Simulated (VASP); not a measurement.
A run of VASP 6.6.1 is set up as follows.

Contents of INCAR:

```
SYSTEM = NaC2
ALGO     = Normal         ! electronic algorithm
EDIFF    = 1E-6           ! SCF threshold, eV
ENCUT    = 520            ! plane-wave cutoff, eV
GGA      = PE             ! functional
ISIF     = 2              ! what is computed and relaxed
ISMEAR   = 0              ! smearing method
LASPH    = .True.         ! aspherical terms in the spheres
LCHARG   = .True.         ! write CHGCAR
LELF     = .True.         ! ELF
LREAL    = .False.        ! projectors in reciprocal space
LVHAR    = .True.       
LWAVE    = .False.        ! write WAVECAR
NBANDS   = 24             ! bands
NELM     = 60             ! most SCF steps
PREC     = Accurate       ! precision mode
SIGMA    = 0.1            ! smearing width, eV
```

File KPOINTS:

```
k-points
0
Gamma
  8 8 8
  0 0 0
```

File POSCAR:

```
NaC2
1.0
    4.4976333286      0.0000000000      0.0000000000
    0.0000000000      4.4976333286      0.0000000000
    0.0000000000      0.0000000000      5.2403175326
Na C
2 4
Direct
    0.0000000000      0.0000000000      0.0000000000
    0.5000000000      0.5000000000      0.5000000000
    0.4004172446      0.4004172446      0.0000000000
    0.0995827554      0.9004172446      0.5000000000
    0.5995827554      0.5995827554      0.0000000000
    0.9004172446      0.0995827554      0.5000000000
```

Potentials or basis: VASP PAW PBE potentials, release 64 (Na_pv, C).

Run with:

```sh
$ cat potpaw_PBE.64/Na_pv/POTCAR potpaw_PBE.64/C/POTCAR > POTCAR
$ mpirun -np 1 vasp_std > vasp.out
```

Q: What does it give for the band gap on the k mesh?

A: Zero (band 15 reaches -1.53 eV, above the bottom of band 16 at -2.03 eV).

Q: What does it give for the largest force?

A: 0.099 eV/Å.

Forces in eV/Å, atoms in the order of the input:
```
Na   0.000  0.000  0.000
Na   0.000  0.000  0.000
C   -0.070 -0.070  0.000
C    0.070 -0.070  0.000
C    0.070  0.070  0.000
C   -0.070  0.070  0.000
```
